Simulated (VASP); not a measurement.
# Ge: single point with LDA

Ge:

```xyz
2
Lattice="0.0000 2.8099 2.8099 2.8099 0.0000 2.8099 2.8099 2.8099 0.0000" Properties=species:S:1:pos:R:3 pbc="T T T"
Ge    4.2149    4.2149    4.2149
Ge    2.8099    2.8099    2.8099
```

```yaml
Program: VASP 6.6.1
Task: single point
Functional: LDA
Potentials_or_basis: VASP PAW LDA potentials, release 64 (Ge_d)
Cutoff: 520 eV
k_mesh: 8 × 8 × 8
Occupations: fermi-dirac, width 0.05 eV
Spin: no spin polarisation
```

```yaml
Pressure: 0.3 GPa
```

Levels at points of the mesh, in eV from the Fermi level:
```csv
k point,band 10,band 11,band 12,band 13,band 14,band 15,band 16,band 17,band 18,band 19
"(0.00, 0.00, 0.00)",-24.73,-12.99,-0.03,-0.03,-0.03,0.01,2.50,2.50,2.50,6.22
"(0.50, 0.00, 0.00)",-24.70,-10.85,-7.76,-1.47,-1.47,0.10,3.70,3.70,6.95,10.49
"(0.50, 0.50, 0.00)",-24.68,-9.03,-9.03,-3.18,-3.18,0.61,0.61,9.55,9.55,11.61
```

It took 34 s on 1 thread of Intel(R) Xeon(R) Platinum 8488C (Sapphire Rapids) (shared host), peak memory 0.15 GiB.
